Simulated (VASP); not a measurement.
# Mo (Im-3m) in VASP: further runs

The runs below take Mo through single point, relaxation of cell and atoms, with PBE.

Program: VASP 6.6.1. These are calculated values, not measurements. Logs are shortened: lines on timing, memory, paths and dates and some standing lists are left out, and cuts for length are marked.

## 1. The cell of the first run

The structure is cubic, space group Im-3m (No. 229). The conventional cell has a = 3.162 Å, b = 3.162 Å, c = 3.162 Å, α = 90.00°, β = 90.00°, γ = 90.00°. Mo (site symmetry m-3m) has 14 Mo at 2.74 to 3.16 Å within 3.6 Å.

## 2. Single point, PBE

The input, INCAR:

```
ALGO = Normal ; EDIFF = 1E-6
ENCUT = 520 ; GGA = PE
ISIF = 2 ; ISMEAR = -1
LASPH = T ; LCHARG = F
LREAL = F ; LWAVE = F
NBANDS = 13 ; NELM = 80
PREC = Accurate ; SIGMA = 0.05
```

The input, KPOINTS:

```
k-points
0
Gamma
  15 15 15
```

The input, POSCAR:

```
Mo
1.0
   -1.5808349825      1.5808349825      1.5808349825
    1.5808349825     -1.5808349825      1.5808349825
    1.5808349825      1.5808349825     -1.5808349825
Mo
1
Direct
    0.0000000000      0.0000000000      0.0000000000
```

Potentials or basis: VASP PAW PBE potentials, release 64 (Mo_sv).

On the command line:

```
cat potpaw_PBE.64/Mo_sv/POTCAR > POTCAR
mpirun -np 1 vasp_std > vasp.out
```

OUTCAR:

```text
EDIFF = 1E-6
   ENCUT = 520
   GGA = PE
   ISIF = 2
   ISMEAR = -1
   LASPH = T
   LREAL = F
   NELM = 80
   PREC = Accurate

 ion  position               nearest neighbor table
   1  0.000  0.000  0.000-

  LATTYP: Found a body centered cubic cell.
 ALAT       =     3.1616699650

  Lattice vectors:

 A1 = (  -1.5808349825,   1.5808349825,   1.5808349825)
 A2 = (   1.5808349825,  -1.5808349825,   1.5808349825)
 A3 = (   1.5808349825,   1.5808349825,  -1.5808349825)

Analysis of symmetry for initial positions (statically):
=====================================================================
 Subroutine PRICEL returns:
 Original cell was already a primitive cell.

 Routine SETGRP: Setting up the symmetry group for a
 body centered cubic supercell.

 Subroutine GETGRP returns: Found 48 space group operations
 (whereof 48 operations were pure point group operations)
 out of a pool of 48 trial point group operations.

The static configuration has the point symmetry O_h .

Analysis of symmetry for dynamics (positions and initial velocities):
=====================================================================
 Subroutine PRICEL returns:
 Original cell was already a primitive cell.

 Routine SETGRP: Setting up the symmetry group for a
 body centered cubic supercell.

 Subroutine GETGRP returns: Found 48 space group operations
 (whereof 48 operations were pure point group operations)
 out of a pool of 48 trial point group operations.

The dynamic configuration has the point symmetry O_h .

 Subroutine INISYM returns: Found 48 space group operations
 (whereof 48 operations are pure point group operations),
 and found     1 'primitive' translations

----------------------------------------------------------------------------------------

                                     Primitive cell

  volume of cell :      15.8023

  direct lattice vectors                    reciprocal lattice vectors
    -1.580834983  1.580834983  1.580834983     0.000000000  0.316288547  0.316288547
     1.580834983 -1.580834983  1.580834983     0.316288547  0.000000000  0.316288547
     1.580834983  1.580834983 -1.580834983     0.316288547  0.316288547  0.000000000

  length of vectors
     2.738086508  2.738086508  2.738086508     0.447299553  0.447299553  0.447299553

  position of ions in fractional coordinates (direct lattice)
     0.000000000  0.000000000  0.000000000

  ion indices of the primitive-cell ions
   primitive index   ion index
                 1           1

----------------------------------------------------------------------------------------

 KPOINTS: k-points

Automatic generation of k-mesh.
 Grid dimensions read from file:
 generate k-points for:   15   15   15

 Generating k-lattice:

  Cartesian coordinates                     Fractional coordinates (reciprocal lattice)
     0.000000000  0.021085903  0.021085903     0.066666667  0.000000000  0.000000000
     0.021085903  0.000000000  0.021085903     0.000000000  0.066666667  0.000000000
     0.021085903  0.021085903  0.000000000     0.000000000  0.000000000  0.066666667

  Length of vectors
     0.029819970  0.029819970  0.029819970

  Shift w.r.t. Gamma in fractional coordinates (k-lattice)
     0.000000000  0.000000000  0.000000000

 Subroutine IBZKPT returns following result:
 ===========================================

 Found    120 irreducible k-points:

 Following reciprocal coordinates:
            Coordinates               Weight
  0.000000  0.000000  0.000000      1.000000
  0.066667  0.000000  0.000000     12.000000
  0.133333  0.000000  0.000000     12.000000
  0.200000  0.000000  0.000000     12.000000
  0.266667  0.000000  0.000000     12.000000
  0.333333  0.000000  0.000000     12.000000
[... 16 lines left out ...]
  0.333333  0.200000  0.000000     48.000000
  0.400000  0.200000  0.000000     24.000000
 [... further k-points ...]
   k-points           NKPTS =    120   k-points in BZ     NKDIM =    120   number of bands    NBANDS=     13
   number of dos      NEDOS =    301   number of ions     NIONS =      1
   total plane-waves  NPLWV =   8000
   dimension x,y,z NGX =    20 NGY =   20 NGZ =   20
   dimension x,y,z NGXF=    40 NGYF=   40 NGZF=   40
   ions per type =               1
   NGX,Y,Z   is equivalent  to a cutoff of  12.14, 12.14, 12.14 a.u.
   NGXF,Y,Z  is equivalent  to a cutoff of  24.29, 24.29, 24.29 a.u.
 SYSTEM =  unknown system
   PREC   = accura    normal or accurate (medium, high low for compatibility)
   ISTART =      0    job   : 0-new  1-cont  2-samecut
   ICHARG =      2    charge: 1-file 2-atom 10-const
   ISPIN  =      1    spin polarized calculation?
   LNONCOLLINEAR =      F non collinear calculations
   LSORBIT =      F    spin-orbit coupling
   LASPH  =      T    aspherical Exc in radial PAW
   ENCUT  =  520.0 eV  38.22 Ry    6.18 a.u.   5.09  5.09  5.09*2*pi/ulx,y,z
   NELM   =     80;   NELMIN=  2; NELMDL= -5     # of ELM steps
   EDIFF  = 0.1E-05   stopping-criterion for ELM
   LREAL  =      F    real-space projection
   EDIFFG = 0.1E-04   stopping-criterion for IOM
   NSW    =      0    number of steps for IOM
   IBRION =     -1    ionic relax: 0-MD 1-quasi-New 2-CG
   NFREE  =      0    steps in history (QN), initial steepest desc. (CG)
   ISIF   =      2    stress and relaxation
   ISYM   =      2    0-nonsym 1-usesym 2-fastsym
   POTIM  = 0.5000    time-step for ionic-motion
   TEBEG  =    0.0;   TEEND  =   0.0 temperature during run
   PSTRESS=    0.0 pullay stress
   NELECT =      14.0000    total number of electrons
   NUPDOWN=      -1.0000    fix difference up-down
   EMIN   =  10.00;   EMAX   =-10.00  energy-range for DOS
   EFERMI =   0.00;   METHOD = LEGACY
   ISMEAR =    -1;   SIGMA  =   0.05  broadening in eV -4-tet -1-fermi 0-gaus
   EFERMI_NEDOS =   21; number of points for ismear=-14 and -15
   IALGO  =     38    algorithm
   IMIX   =      4    mixing-type and parameters
     AMIX     =   0.40;   BMIX     =  1.00
     AMIX_MAG =   1.60;   BMIX_MAG =  1.00
  volume/ion in A,a.u.               =      15.80       106.64
  Fermi-wavevector in a.u.,A,eV,Ry     =   1.572332  2.971277 33.636711  2.472229
  Thomas-Fermi vector in A             =   2.673782
   LORBIT       =      0    0 simple, 1 ext, 2 COOP (PROOUT), +10 PAW based schemes
   GGA     = PE    functional components
   LHFCALC =     F    Hartree Fock is set to
   AEXX    =    0.0000 exact exchange contribution
   IVDW    =     0    specifies the selected vdW correction
   LEPSILON=     F    determine dielectric tensor
   LRPA    =     F    only Hartree local field effects (RPA)
 non-spin polarized calculation
  energy-cutoff  :      520.00
  volume of cell :       15.80
 maximum number of plane-waves:       437
   NGX = 11   NGY = 11   NGZ = 11

 number of electron      14.0000004 magnetization

 Free energy of the ion-electron system (eV)
  ---------------------------------------------------
  ext. energy  EPLUGINS =         0.00000000
  ---------------------------------------------------
  free energy    TOTEN  =       -10.93559957 eV

  energy without entropy =      -10.92987845  energy(sigma->0) =      -10.93273901

 E-fermi :  12.3681     XC(G=0): -13.3302

 val. band max:       12.3363377661   @ k =  -0.1333   0.1333   0.1333
 cond. band min:      12.3782848012   @ k =   0.0667   0.0667   0.0667
 fundamental gap:      0.0419470350
 Fermi energy:        12.3681494234

 k-point     1 :       0.0000    0.0000    0.0000
  band No.  band energies     occupation
      1     -48.8662      2.00000
      2     -22.1566      2.00000
      3     -22.1566      2.00000
      4     -22.1566      2.00000
      5       5.2197      2.00000
      6      11.0734      2.00000
      7      11.0734      2.00000
      8      11.0734      2.00000
      9      14.0587      0.00000
     10      14.0587      0.00000
     11      27.2349      0.00000
     12      27.2349      0.00000
     13      27.2349      0.00000

 k-point     2 :       0.0667    0.0000    0.0000
  band No.  band energies     occupation
      1     -48.8554      2.00000
      2     -22.2191      2.00000
      3     -22.1759      2.00000
      4     -22.1570      2.00000
      5       5.4139      2.00000
      6      10.9645      2.00000
      7      11.0551      2.00000
      8      11.2552      2.00000
      9      13.9005      0.00000
     10      14.0618      0.00000
     11      27.3781      0.00000
     12      27.5620      0.00000
     13      27.6095      0.00000

 k-point     3 :       0.1333    0.0000    0.0000
  band No.  band energies     occupation
      1     -48.8250      2.00000
      2     -22.3935      2.00000
      3     -22.2302      2.00000
      4     -22.1583      2.00000
      5       5.9551      2.00000
      6      10.6714      2.00000
      7      10.9687      2.00000
      8      11.7895      1.99998
      9      13.5991      0.00000
     10      14.0810      0.00000
     11      27.6716      0.00000
     12      28.4465      0.00000
     13      28.5046      0.00000
[... 305 lines left out ...]
 k-point    23 :       0.3333    0.2000    0.0000
  band No.  band energies     occupation
      1     -48.6021      2.00000
      2     -23.3245      2.00000
      3     -22.7482      2.00000
      4     -22.2926      2.00000
      5       8.2096      2.00000
      6       9.4067      2.00000
      7      11.2537      2.00000
      8      13.8720      0.00000
      9      14.9816      0.00000
     10      19.1056      0.00000
     11      23.6501      0.00000
     12      25.5846      0.00000
     13      28.7683      0.00000

 k-point    24 :       0.4000    0.2000    0.0000
  band No.  band energies     occupation
      1     -48.5931      2.00000
      2     -23.3467      2.00000
      3     -22.7848      2.00000
      4     -22.2954      2.00000
      5       8.1470      2.00000
      6       9.3837      2.00000
      7      11.4536      2.00000
      8      13.9560      0.00000
      9      15.1004      0.00000
     10      19.7956      0.00000
     11      22.9754      0.00000
     12      25.1658      0.00000
     13      28.5853      0.00000

 [... further k-points ...]

------------------------ aborting loop because EDIFF is reached ----------------------------------------

  FORCE on cell =-STRESS in cart. coord.  units (eV):
  Direction    XX          YY          ZZ          XY          YZ          ZX
  --------------------------------------------------------------------------------------
  -------------------------------------------------------------------------------------
  Total        0.0506936      0.0506936      0.0506936      0.0000000     -0.0000000      0.0000000
  in kB        5.1397796      5.1397796      5.1397796      0.0000000     -0.0000000      0.0000000
  external PRESSURE =       5.1397796 kB  Pullay stress =       0.0000000 kB

 VOLUME and BASIS-vectors are now :
 -----------------------------------------------------------------------------
  energy-cutoff  :      520.00
  volume of cell :       15.80
      direct lattice vectors                 reciprocal lattice vectors
    -1.580834983  1.580834983  1.580834983     0.000000000  0.316288547  0.316288547
     1.580834983 -1.580834983  1.580834983     0.316288547  0.000000000  0.316288547
     1.580834983  1.580834983 -1.580834983     0.316288547  0.316288547  0.000000000

 POSITION                                       TOTAL-FORCE (eV/Angst)
 -----------------------------------------------------------------------------------
      0.00000      0.00000      0.00000         0.000000      0.000000      0.000000
 -----------------------------------------------------------------------------------
    total drift:                                0.000000     -0.000000     -0.000000

  FREE ENERGIE OF THE ION-ELECTRON SYSTEM (eV)
  ---------------------------------------------------
  free  energy   TOTEN  =       -10.9355995726 eV

  energy  without entropy=      -10.9298784488  energy(sigma->0) =      -10.93273901
```

It took 13 s on 1 thread of Intel Xeon 6975P-C, shared host; peak memory 0.14 GiB.

Results:

```
Free energy            : -10.9356 eV
Pressure               : 0.5 GPa
Band gap on the k mesh : zero (band 7 reaches 16.05 eV, above the bottom of band 8 at 11.07 eV)
```

## 3. Single point, PBE

The input, INCAR:

```
SYSTEM = Mo
PREC = Accurate
ENCUT = 520
EDIFF = 1E-6
ISMEAR = -1
SIGMA = 0.05
LREAL = .False.
LASPH = .True.
NELM = 60
ALGO = Normal
ISIF = 2
LWAVE = .False.
LCHARG = .False.
GGA = PE
NBANDS = 13
```

The input, KPOINTS:

```
regular mesh
0
Gamma
  15 15 15
  0 0 0
```

The input, POSCAR:

```
Mo
1.0
   -1.5808016730      1.5808016730      1.5808016730
    1.5808016730     -1.5808016730      1.5808016730
    1.5808016730      1.5808016730     -1.5808016730
Mo
1
Direct
    0.0000000000      0.0000000000      0.0000000000
```

Potentials or basis: VASP PAW PBE potentials, release 64 (Mo_sv).

On the command line:

```
cat potpaw_PBE.64/Mo_sv/POTCAR > POTCAR
mpirun -np 1 vasp_std > vasp.out
```

It took 13 s on 1 thread of Intel Xeon 6975P-C, shared host; peak memory 0.14 GiB.

The run converged. Its results:

```yaml
Free_energy: -10.9356 eV
Pressure: 0.5 GPa
Band_gap_on_the_k_mesh: zero (band 7 reaches 16.05 eV, above the bottom of band 8 at 11.07 eV)
```

Levels at points of the mesh, in eV from the Fermi level:
```
           k point  band 4  band 5  band 6  band 7  band 8  band 9  band 10  band 11
(0.00, 0.00, 0.00)  -34.52   -7.15   -1.29   -1.29   -1.29    1.69     1.69    14.87
```

## 4. Relaxation of cell and atoms, PBE

This run uses another cell than the first one, of 15.58 Å³/atom, 0.986 times its volume.

The input, INCAR:

```
SYSTEM = Mo
ALGO = Normal
EDIFF = 1E-7
EDIFFG = -0.005
ENCUT = 600
GGA = PE
IBRION = 2
ISIF = 3
ISMEAR = -1
LASPH = .True.
LCHARG = .False.
LREAL = .False.
LWAVE = .False.
NELM = 100
NSW = 100
PREC = Accurate
SIGMA = 0.05
```

The input, KPOINTS:

```
k-points
0
Gamma
  15 15 15
  0 0 0
```

The input, POSCAR:

```
Mo
1.0
   -1.5734150000      1.5734150000      1.5734150000
    1.5734150000     -1.5734150000      1.5734150000
    1.5734150000      1.5734150000     -1.5734150000
Mo
1
Direct
    0.0000000000      0.0000000000      0.0000000000
```

Potentials or basis: VASP PAW PBE potentials, release 64 (Mo_sv).

On the command line:

```
cat potpaw_PBE.64/Mo_sv/POTCAR > POTCAR
mpirun -np 1 vasp_std > vasp.out
```

OUTCAR:

```text
SYSTEM = Mo
   EDIFF = 1E-7
   EDIFFG = -0.005
   ENCUT = 600
   GGA = PE
   IBRION = 2
   ISIF = 3
   ISMEAR = -1
   LASPH = .True.
   LREAL = .False.
   NELM = 100
   NSW = 100
   PREC = Accurate

 ion  position               nearest neighbor table
   1  0.000  0.000  0.000-

  LATTYP: Found a body centered cubic cell.
 ALAT       =     3.1468300000

  Lattice vectors:

 A1 = (  -1.5734150000,   1.5734150000,   1.5734150000)
 A2 = (   1.5734150000,  -1.5734150000,   1.5734150000)
 A3 = (   1.5734150000,   1.5734150000,  -1.5734150000)

Analysis of symmetry for initial positions (statically):
=====================================================================
 Subroutine PRICEL returns:
 Original cell was already a primitive cell.

 Routine SETGRP: Setting up the symmetry group for a
 body centered cubic supercell.
[... 292 lines left out ...]
      3     -22.1836      2.00000
      4     -22.1836      2.00000
      5       5.2016      2.00000
      6      11.0527      2.00000
      7      11.0527      2.00000
      8      11.0527      2.00000
      9      14.0326      0.00000
     10      14.0326      0.00000
     11      27.2095      0.00000
[... 309 lines left out ...]
 k-point    24 :       0.4000    0.2000    0.0000
  band No.  band energies     occupation
      1     -48.6178      2.00000
      2     -23.3681      2.00000
      3     -22.8089      2.00000
      4     -22.3217      2.00000
      5       8.1308      2.00000
      6       9.3659      2.00000
      7      11.4304      2.00000
      8      13.9297      0.00000
      9      15.0711      0.00000
     10      19.7586      0.00000
     11      22.9341      0.00000

 [... further k-points ...]

------------------------ aborting loop because EDIFF is reached ----------------------------------------

  FORCE on cell =-STRESS in cart. coord.  units (eV):
  Direction    XX          YY          ZZ          XY          YZ          ZX
  --------------------------------------------------------------------------------------
  -------------------------------------------------------------------------------------
  Total        0.0017518      0.0017518      0.0017518      0.0000000      0.0000000     -0.0000000
  in kB        0.1773525      0.1773525      0.1773525      0.0000000      0.0000000     -0.0000000
  external PRESSURE =       0.1773525 kB  Pullay stress =       0.0000000 kB
[... 16 lines left out ...]
  FREE ENERGIE OF THE ION-ELECTRON SYSTEM (eV)
  ---------------------------------------------------
  free  energy   TOTEN  =       -10.9354766483 eV

  energy  without entropy=      -10.9297617733  energy(sigma->0) =      -10.93261921

 reached required accuracy - stopping structural energy minimisation
```

Wall time 37 s (1 thread of Intel Xeon 6975P-C, shared host); peak memory 0.16 GiB.

What came out:

```
Free energy                            : -10.9355 eV
Relaxed volume                         : 15.83 Å³/atom
Relaxed cell                           : a = 2.739 Å, b = 2.739 Å, c = 2.739 Å, α = 109.47°, β = 109.47°, γ = 109.47°
Space group after relaxing (to 0.05 Å) : Im-3m (No. 229)
Energy gained by relaxing              : 3.2 meV/atom
Ionic steps                            : 4
Pressure after relaxing                : 0.0 GPa
Band gap on the k mesh                 : zero (band 7 reaches 16.02 eV, above the bottom of band 8 at 11.05 eV)
```

Step by step:
| step | energy change (eV) | largest force (eV/Å) | pressure (GPa) | volume (Å³) |
| --- | --- | --- | --- | --- |
| 1 | 0.0000 | 0.0000 | 4.24 | 15.58 |
| 2 | 0.0204 | 0.0000 | -10.36 | 16.53 |
| 3 | -0.0032 | 0.0000 | -0.06 | 15.83 |
| 4 | -0.0032 | 0.0000 | 0.02 | 15.83 |

Final structure:
```
Mo
1.0
    -1.58160    1.58160    1.58160
     1.58160   -1.58160    1.58160
     1.58160    1.58160   -1.58160
Mo
1
Direct
  0.00000 0.00000 0.00000
```

PBE usually gives volumes a little too large and moduli too small. Zero-point motion and thermal expansion aren't in these numbers.

## 5. Relaxation of cell and atoms, PBE

This run uses another cell than the first one, of 15.58 Å³/atom, 0.986 times its volume.

The input, INCAR:

```
  ALGO = Normal
  EDIFF = 1E-6
  EDIFFG = -0.005
  ENCUT = 600
  GGA = PE
  IBRION = 2
  ISIF = 3
  ISMEAR = -1
  LASPH = T
  LCHARG = F
  LREAL = F
  LWAVE = F
  NELM = 60
  NSW = 100
  PREC = Accurate
  SIGMA = 0.05
```

The input, KPOINTS:

```
k-points
0
Gamma
  15 15 15
```

POSCAR is that of step 4.

On the command line:

```
cat potpaw_PBE.64/Mo_sv/POTCAR > POTCAR
mpirun -np 1 vasp_std > vasp.out
```

Run time: 31 s. Hardware: 1 thread of Intel Xeon 6975P-C, shared host; peak memory 0.17 GiB.

The run converged. Its results:

- Free energy: -10.9355 eV
- Relaxed volume: 15.83 Å³/atom
- Relaxed cell: a = 2.739 Å, b = 2.739 Å, c = 2.739 Å, α = 109.47°, β = 109.47°, γ = 109.47°
- Space group after relaxing (to 0.05 Å): Im-3m (No. 229)
- Energy gained by relaxing: 3.2 meV/atom
- Ionic steps: 4
- Pressure after relaxing: 0.0 GPa
- Band gap on the k mesh: zero (band 7 reaches 16.02 eV, above the bottom of band 8 at 11.05 eV)

Step by step:
```tsv
step	energy change (eV)	largest force (eV/Å)	pressure (GPa)	volume (Å³)
1	0.0000	0.0000	4.24	15.58
2	0.0205	0.0000	-10.38	16.53
3	-0.0032	0.0000	-0.06	15.83
4	-0.0032	0.0000	0.00	15.83
```

Final structure:
```yaml
crystal:
  lattice:
    - [-1.58160, 1.58160, 1.58160]
    - [1.58160, -1.58160, 1.58160]
    - [1.58160, 1.58160, -1.58160]
  atoms:
    - { symbol: Mo, position: [0.00000, 0.00000, 0.00000] }
```

Levels at points of the mesh, in eV from the Fermi level:
| k point | band 5 | band 6 | band 7 | band 8 | band 9 | band 10 |
| --- | --- | --- | --- | --- | --- | --- |
| (0.00, 0.00, 0.00) | -7.14 | -1.29 | -1.29 | -1.29 | 1.69 | 1.69 |

PBE usually gives volumes a little too large and moduli too small. Zero-point motion and thermal expansion aren't in these numbers.
